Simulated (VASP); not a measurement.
# Pd (Pm-3m) in VASP: single point with LDA

Aim: the single point of Pd with LDA.

Everything below comes from runs of VASP 6.6.1. Logs are shortened: lines on timing, memory, paths and dates and some standing lists are left out, and cuts for length are marked.

### Step 1. The cell of the first run

Symmetry: Pm-3m, No. 221, cubic system. Conventional cell: a = 2.539 Å, b = 2.539 Å, c = 2.539 Å, α = 90.00°, β = 90.00°, γ = 90.00°. Pd (site symmetry m-3m) has 6 Pd at 2.54 Å within 3.4 Å.

### Step 2. Single point, LDA

File INCAR:

```
SYSTEM = Pd
PREC = Accurate ; ENCUT = 520
EDIFF = 1E-6 ; ISMEAR = -1
SIGMA = 0.13605693000000002 ; LREAL = .FALSE.
LASPH = .TRUE. ; NELM = 100
ALGO = Normal ; ISIF = 2
LWAVE = .FALSE. ; LCHARG = .FALSE.
GGA = CA ; NBANDS = 11
```

File KPOINTS:

```
regular mesh
0
G
  13 13 13
  0 0 0
```

File POSCAR:

```
Pd
1.0
    2.5387043633      0.0000000000      0.0000000000
    0.0000000000      2.5387043633      0.0000000000
    0.0000000000      0.0000000000      2.5387043633
Pd
1
Direct
    0.0000000000      0.0000000000      0.0000000000
```

Potentials or basis: VASP PAW LDA potentials, release 64 (Pd).

Run with:

```sh
$ cat potpaw_LDA.64/Pd/POTCAR > POTCAR
$ mpirun -np 1 vasp_std > vasp.out
```

OUTCAR:

```text
SYSTEM = Pd
   PREC = Accurate
   ENCUT = 520
   EDIFF = 1E-6
   ISMEAR = -1
   LREAL = .FALSE.
   LASPH = .TRUE.
   NELM = 100
   ISIF = 2
   GGA = CA

 ion  position               nearest neighbor table
   1  0.000  0.000  0.000-

  LATTYP: Found a simple cubic cell.
 ALAT       =     2.5387043633

  Lattice vectors:

 A1 = (   2.5387043633,   0.0000000000,   0.0000000000)
 A2 = (   0.0000000000,   2.5387043633,   0.0000000000)
 A3 = (   0.0000000000,   0.0000000000,   2.5387043633)

Analysis of symmetry for initial positions (statically):
=====================================================================
 Subroutine PRICEL returns:
 Original cell was already a primitive cell.

 Routine SETGRP: Setting up the symmetry group for a
 simple cubic supercell.

 Subroutine GETGRP returns: Found 48 space group operations
 (whereof 48 operations were pure point group operations)
 out of a pool of 48 trial point group operations.

The static configuration has the point symmetry O_h .

Analysis of symmetry for dynamics (positions and initial velocities):
=====================================================================
 Subroutine PRICEL returns:
 Original cell was already a primitive cell.

 Routine SETGRP: Setting up the symmetry group for a
 simple cubic supercell.

 Subroutine GETGRP returns: Found 48 space group operations
 (whereof 48 operations were pure point group operations)
 out of a pool of 48 trial point group operations.

The dynamic configuration has the point symmetry O_h .

 Subroutine INISYM returns: Found 48 space group operations
 (whereof 48 operations are pure point group operations),
 and found     1 'primitive' translations

----------------------------------------------------------------------------------------

                                     Primitive cell

  volume of cell :      16.3620

  direct lattice vectors                    reciprocal lattice vectors
     2.538704363  0.000000000  0.000000000     0.393901714  0.000000000  0.000000000
     0.000000000  2.538704363  0.000000000     0.000000000  0.393901714  0.000000000
     0.000000000  0.000000000  2.538704363     0.000000000  0.000000000  0.393901714

  length of vectors
     2.538704363  2.538704363  2.538704363     0.393901714  0.393901714  0.393901714

  position of ions in fractional coordinates (direct lattice)
     0.000000000  0.000000000  0.000000000

  ion indices of the primitive-cell ions
   primitive index   ion index
                 1           1

----------------------------------------------------------------------------------------

 KPOINTS: regular mesh

Automatic generation of k-mesh.
 Grid dimensions read from file:
 generate k-points for:   13   13   13

 Generating k-lattice:

  Cartesian coordinates                     Fractional coordinates (reciprocal lattice)
     0.030300132  0.000000000  0.000000000     0.076923077  0.000000000  0.000000000
     0.000000000  0.030300132  0.000000000     0.000000000  0.076923077  0.000000000
     0.000000000  0.000000000  0.030300132     0.000000000  0.000000000  0.076923077

  Length of vectors
     0.030300132  0.030300132  0.030300132

  Shift w.r.t. Gamma in fractional coordinates (k-lattice)
     0.000000000  0.000000000  0.000000000

 Subroutine IBZKPT returns following result:
 ===========================================

 Found     84 irreducible k-points:

 Following reciprocal coordinates:
            Coordinates               Weight
  0.000000  0.000000  0.000000      1.000000
  0.076923  0.000000  0.000000      6.000000
  0.153846  0.000000  0.000000      6.000000
  0.230769  0.000000  0.000000      6.000000
  0.307692  0.000000  0.000000      6.000000
  0.384615  0.000000  0.000000      6.000000
[... 16 lines left out ...]
  0.307692  0.307692  0.000000     12.000000
  0.384615  0.307692  0.000000     24.000000
 [... further k-points ...]
   k-points           NKPTS =     84   k-points in BZ     NKDIM =     84   number of bands    NBANDS=     11
   number of dos      NEDOS =    301   number of ions     NIONS =      1
   total plane-waves  NPLWV =   8000
   dimension x,y,z NGX =    20 NGY =   20 NGZ =   20
   dimension x,y,z NGXF=    40 NGYF=   40 NGZF=   40
   ions per type =               1
   NGX,Y,Z   is equivalent  to a cutoff of  13.10, 13.10, 13.10 a.u.
   NGXF,Y,Z  is equivalent  to a cutoff of  26.19, 26.19, 26.19 a.u.
 SYSTEM =  Pd
   PREC   = accura    normal or accurate (medium, high low for compatibility)
   ISTART =      0    job   : 0-new  1-cont  2-samecut
   ICHARG =      2    charge: 1-file 2-atom 10-const
   ISPIN  =      1    spin polarized calculation?
   LNONCOLLINEAR =      F non collinear calculations
   LSORBIT =      F    spin-orbit coupling
   LASPH  =      T    aspherical Exc in radial PAW
   ENCUT  =  520.0 eV  38.22 Ry    6.18 a.u.   4.72  4.72  4.72*2*pi/ulx,y,z
   NELM   =    100;   NELMIN=  2; NELMDL= -5     # of ELM steps
   EDIFF  = 0.1E-05   stopping-criterion for ELM
   LREAL  =      F    real-space projection
   EDIFFG = 0.1E-04   stopping-criterion for IOM
   NSW    =      0    number of steps for IOM
   IBRION =     -1    ionic relax: 0-MD 1-quasi-New 2-CG
   NFREE  =      0    steps in history (QN), initial steepest desc. (CG)
   ISIF   =      2    stress and relaxation
   ISYM   =      2    0-nonsym 1-usesym 2-fastsym
   POTIM  = 0.5000    time-step for ionic-motion
   TEBEG  =    0.0;   TEEND  =   0.0 temperature during run
   PSTRESS=    0.0 pullay stress
   NELECT =      10.0000    total number of electrons
   NUPDOWN=      -1.0000    fix difference up-down
   EMIN   =  10.00;   EMAX   =-10.00  energy-range for DOS
   EFERMI =   0.00;   METHOD = LEGACY
   ISMEAR =    -1;   SIGMA  =   0.14  broadening in eV -4-tet -1-fermi 0-gaus
   EFERMI_NEDOS =   21; number of points for ismear=-14 and -15
   IALGO  =     38    algorithm
   IMIX   =      4    mixing-type and parameters
     AMIX     =   0.40;   BMIX     =  1.00
     AMIX_MAG =   1.60;   BMIX_MAG =  1.00
  volume/ion in A,a.u.               =      16.36       110.42
  Fermi-wavevector in a.u.,A,eV,Ry     =   1.389300  2.625396 26.261346  1.930154
  Thomas-Fermi vector in A             =   2.513344
   LORBIT       =      0    0 simple, 1 ext, 2 COOP (PROOUT), +10 PAW based schemes
   GGA     = CA    functional components
   LHFCALC =     F    Hartree Fock is set to
   AEXX    =    0.0000 exact exchange contribution
   IVDW    =     0    specifies the selected vdW correction
   LEPSILON=     F    determine dielectric tensor
   LRPA    =     F    only Hartree local field effects (RPA)
 non-spin polarized calculation
  energy-cutoff  :      520.00
  volume of cell :       16.36
 maximum number of plane-waves:       461
 NGX is ok and might be reduce to    20
   NGX =  9   NGY =  9   NGZ =  9

 number of electron      10.0000000 magnetization

 number of electron       9.9999996 magnetization

 Free energy of the ion-electron system (eV)
  ---------------------------------------------------
  ext. energy  EPLUGINS =         0.00000000
  ---------------------------------------------------
  free energy    TOTEN  =        -5.92917010 eV

  energy without entropy =       -5.85301841  energy(sigma->0) =       -5.89109426

 E-fermi :   8.2494     XC(G=0): -12.7635

 val. band max:        8.2486799154   @ k =   0.0000   0.0000   0.0000
 cond. band min:       8.2533690349   @ k =   0.3077   0.0769   0.0000
 fundamental gap:      0.0046891195
 Fermi energy:         8.2494357037

 k-point     1 :       0.0000    0.0000    0.0000
  band No.  band energies     occupation
      1       1.5950      2.00000
      2       3.0715      2.00000
      3       3.0715      2.00000
      4       8.2487      1.00278
      5       8.2487      1.00278
      6       8.2487      1.00278
      7      25.1280      0.00000
      8      25.1280      0.00000
      9      25.1280      0.00000
     10      32.0589      0.00000
     11      32.0607      0.00000

 k-point     2 :       0.0769    0.0000    0.0000
  band No.  band energies     occupation
      1       1.7572      2.00000
      2       3.1004      2.00000
      3       3.2104      2.00000
      4       8.1292      1.41531
      5       8.1292      1.41530
      6       8.2582      0.96773
      7      23.9268      0.00000
      8      25.4047      0.00000
      9      25.4047      0.00000
     10      31.5528      0.00000
     11      32.1064      0.00000

 k-point     3 :       0.1538    0.0000    0.0000
  band No.  band energies     occupation
      1       2.1780      2.00000
      2       3.1817      2.00000
      3       3.6641      2.00000
      4       7.8114      1.92311
      5       7.8114      1.92311
      6       8.2847      0.87126
      7      21.6162      0.00000
      8      26.1853      0.00000
      9      26.1853      0.00000
     10      30.3946      0.00000
     11      32.0163      0.00000

 k-point     4 :       0.2308    0.0000    0.0000
  band No.  band energies     occupation
      1       2.6934      2.00000
      2       3.2988      2.00000
      3       4.5062      2.00000
      4       7.3929      1.99632
      5       7.3929      1.99632
      6       8.3222      0.73894
      7      19.2008      0.00000
      8      27.3473      0.00000
      9      27.3473      0.00000
     10      29.0973      0.00000
     11      31.7494      0.00000
[... 239 lines left out ...]
 k-point    22 :       0.4615    0.2308    0.0000
  band No.  band energies     occupation
      1       3.9422      2.00000
      2       4.2704      2.00000
      3       5.7563      2.00000
      4       6.6287      1.99999
      5       7.6498      1.97592
      6      10.6437      0.00000
      7      13.9820      0.00000
      8      24.5288      0.00000
      9      26.3944      0.00000
     10      29.6029      0.00000
     11      33.9876      0.00000

 k-point    23 :       0.3077    0.3077    0.0000
  band No.  band energies     occupation
      1       3.7977      2.00000
      2       4.1566      2.00000
      3       6.3252      2.00000
      4       7.1198      1.99950
      5       7.2399      1.99880
      6       8.3870      0.53360
      7      17.8151      0.00000
      8      21.0253      0.00000
      9      27.6345      0.00000
     10      31.6514      0.00000
     11      32.2519      0.00000

 k-point    24 :       0.3846    0.3077    0.0000
  band No.  band energies     occupation
      1       3.7530      2.00000
      2       4.0459      2.00000
      3       6.8640      1.99992
      4       6.8703      1.99992
      5       7.2437      1.99877
      6       9.8148      0.00002
      7      16.1498      0.00000
      8      21.5947      0.00000
      9      26.0998      0.00000
     10      30.9616      0.00000
     11      33.4160      0.00000

 [... further k-points ...]

------------------------ aborting loop because EDIFF is reached ----------------------------------------

  FORCE on cell =-STRESS in cart. coord.  units (eV):
  Direction    XX          YY          ZZ          XY          YZ          ZX
  --------------------------------------------------------------------------------------
  -------------------------------------------------------------------------------------
  Total        0.0297657      0.0297657      0.0297657     -0.0000000      0.0000000     -0.0000000
  in kB        2.9146807      2.9146807      2.9146807     -0.0000000      0.0000000     -0.0000000
  external PRESSURE =       2.9146807 kB  Pullay stress =       0.0000000 kB

 VOLUME and BASIS-vectors are now :
 -----------------------------------------------------------------------------
  energy-cutoff  :      520.00
  volume of cell :       16.36
      direct lattice vectors                 reciprocal lattice vectors
     2.538704363  0.000000000  0.000000000     0.393901714  0.000000000  0.000000000
     0.000000000  2.538704363  0.000000000     0.000000000  0.393901714  0.000000000
     0.000000000  0.000000000  2.538704363     0.000000000  0.000000000  0.393901714

 POSITION                                       TOTAL-FORCE (eV/Angst)
 -----------------------------------------------------------------------------------
      0.00000      0.00000      0.00000         0.000000      0.000000      0.000000
 -----------------------------------------------------------------------------------
    total drift:                               -0.000000      0.000000     -0.000000

  FREE ENERGIE OF THE ION-ELECTRON SYSTEM (eV)
  ---------------------------------------------------
  free  energy   TOTEN  =        -5.9291701046 eV

  energy  without entropy=       -5.8530184141  energy(sigma->0) =       -5.89109426
```

Run time: 21 s. Hardware: 1 thread of AMD EPYC 7R13, shared host; peak memory 0.1 GiB.

Results:

| Property | Result |
| --- | --- |
| Free energy | -5.9292 eV |
| Pressure | 0.3 GPa |
| Band gap on the k mesh | zero (band 5 reaches 9.45 eV, above the bottom of band 6 at 7.52 eV) |
